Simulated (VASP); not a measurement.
BP (hm.bB): single point with PBE

BP (hm.bB):

```
B P
1.0
     0.00000    2.27408    2.27408
     2.27408    0.00000    2.27408
     2.27408    2.27408    0.00000
B P
1 1
Direct
  0.00000 0.00000 0.00000
  0.25000 0.25000 0.25000
```

```
Program             : VASP 6.6.1
Task                : single point
Functional          : PBE
Potentials or basis : VASP PAW PBE potentials, release 64 (B, P)
Cutoff              : 500 eV
k mesh              : 10 × 10 × 10
Occupations         : gaussian, width 0.02 eV
Spin                : no spin polarisation
```

| Property | Result |
| --- | --- |
| Pressure | -0.2 GPa |
| Band gap on the k mesh | 1.25 eV, indirect (least direct gap 3.39 eV) |

Levels at points of the mesh, in eV from the valence-band top:
| k point | band 1 | band 2 | band 3 | band 4 | band 5 | band 6 | band 7 | band 8 |
| --- | --- | --- | --- | --- | --- | --- | --- | --- |
| (0.00, 0.00, 0.00) | -15.40 | 0.00 | 0.00 | 0.00 | 3.39 | 3.39 | 3.39 | 7.27 |
| (0.50, 0.00, 0.00) | -12.10 | -8.99 | -1.75 | -1.75 | 3.74 | 4.71 | 4.71 | 10.10 |
| (0.50, 0.50, 0.00) | -10.58 | -8.55 | -4.09 | -4.09 | 1.35 | 1.67 | 12.06 | 12.06 |

It used 12 s of CPU time on 1 thread of AMD EPYC 7R13 Processor (Zen 3), with other jobs on the host.

A k mesh can miss the band edges.
